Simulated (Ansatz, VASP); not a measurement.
# One calculation of GaAs, two programs

The input INCAR:

```
SYSTEM = GaAs
PREC = Accurate
ENCUT = 520
EDIFF = 1E-8
ISMEAR = -1
SIGMA = 0.05
LREAL = .FALSE.
LASPH = .TRUE.
NELM = 80
ALGO = Normal
ISIF = 2
LWAVE = .FALSE.
LCHARG = .FALSE.
GGA = PE
LEFG = .TRUE.
NBANDS = 16
```

KPOINTS

```
regular mesh
0
G
  11 11 11
  0 0 0
```

File POSCAR:

```
GaAs
1.0
    0.0000000000      2.8078772807      2.8078772807
    2.8078772807      0.0000000000      2.8078772807
    2.8078772807      2.8078772807      0.0000000000
Ga As
1 1
Direct
    0.0000000000      0.0000000000      0.0000000000
    0.7500000000      0.7500000000      0.7500000000
```

Input for Ansatz:

```yaml
crystal:
  lattice:
    - [0.0, 2.8078772807, 2.8078772807]
    - [2.8078772807, 0.0, 2.8078772807]
    - [2.8078772807, 2.8078772807, 0.0]
  atoms:
    - { symbol: Ga, position: [0.0, 0.0, 0.0] }
    - { symbol: As, position: [0.75, 0.75, 0.75] }
kpoints:
  mp_grid: { grid: [11, 11, 11] }
scf:
  occupations: { method: fermi_dirac, width: 0.05 }
hamiltonian:
  xc: pbe
  pseudopotentials: { kind: paw }
output:
  forces: true
  stress: true
  eigenvalues: true
  efg: { contact_densities: true }
```

Change from the starting cell: volume scaled by 0.98, PAW files.

Alike in both runs: task electric field gradients; functional PBE; k mesh 11 × 11 × 11; occupations fermi-dirac, width 0.05 eV; no spin polarisation.

```csv
,VASP,Ansatz
version,VASP 6.6.1,Ansatz 0.2.0
potentials or method,"VASP PAW PBE potentials, release 64 (Ga_d, As)","PAW with Ansatz's default frozen-core files, scalar-relativistic"
plane-wave cutoff (eV),520,420
valence electrons in the cell,18,28
```

Ansatz gave:

| Item | Value |
| --- | --- |
| pressure (GPa) | 4.9 |

Question: Estimate VASP's values.

Answer: Pressure (GPa): 5.1.

VASP's potentials hold 18 valence electrons a cell and Ansatz's 28, so a difference there can come from the potentials and not from the codes.
